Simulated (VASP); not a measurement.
Here is a VASP 6.6.1 calculation.

File INCAR:

```
SYSTEM = TiCo
ALGO = Normal
EDIFF = 1E-6
ENCUT = 510
GGA = PE
GGA_COMPAT = .FALSE.
ISIF = 2
ISMEAR = -1
ISYM = 0
LASPH = .TRUE.
LCHARG = .FALSE.
LREAL = Auto
LWAVE = .FALSE.
NBANDS = 130
NELM = 120
PREC = Accurate
SIGMA = 0.2396
```

Contents of KPOINTS:

```
Automatic mesh
0
Gamma
  1 1 1
  0.25 0.25 0.25
```

The input POSCAR:

```
TiCo
1.0
    6.2119360000     -0.0237870000      0.0571590000
   -0.0237870000      6.3309150000     -0.1234120000
    0.0571590000     -0.1234120000      6.2827850000
Ti Co
8 8
Direct
   -0.0505037382      0.3370517885      0.8521744702
    0.2526360525      0.5357283626      0.2960755277
    0.1675155940     -0.0570926387      0.1873858583
    0.1462465169      0.2193995772      0.4964372067
    0.4664244839      0.4241760217      0.8230520468
    0.6650572808      0.8615653613      0.2759808740
    0.6540123271      0.7918300024      0.8841396982
    0.7745908021      0.0602420277      0.5693851936
    0.3693400438      0.8414408968      0.5450872179
    0.8388030180      0.6299406969      0.0775159582
    0.9509165126      0.6656817188      0.4227864992
    0.5661233862      0.1859749928      0.2636250483
    0.3605304683      0.1055283467      0.8569430441
    0.8686778881      0.2442142826      0.2115971203
    0.1652764395      0.7168050652      0.9362826057
    0.6881738358      0.4444357924      0.5120623070
```

Potentials or basis: VASP PAW PBE potentials, release 64 (Ti_sv, Co_sv).

Command:

```console
$ cat potpaw_PBE.64/Ti_sv/POTCAR potpaw_PBE.64/Co_sv/POTCAR > POTCAR
$ mpirun -np 1 vasp_std > vasp.out
```

(1) Predict the pressure.

(2) Predict the largest force.

Results:

(1) 0.4 GPa.

(2) 5.827 eV/Å.

Caveat: the k points lie up to 1.01 Å⁻¹ apart, too coarse for converged energies, forces and pressures; atoms lie so close that the PAW spheres overlap strongly, which falsifies energies and pressures; the atoms stand as in a frame of molecular dynamics; the run has no spin polarisation, though such a crystal can be magnetic.
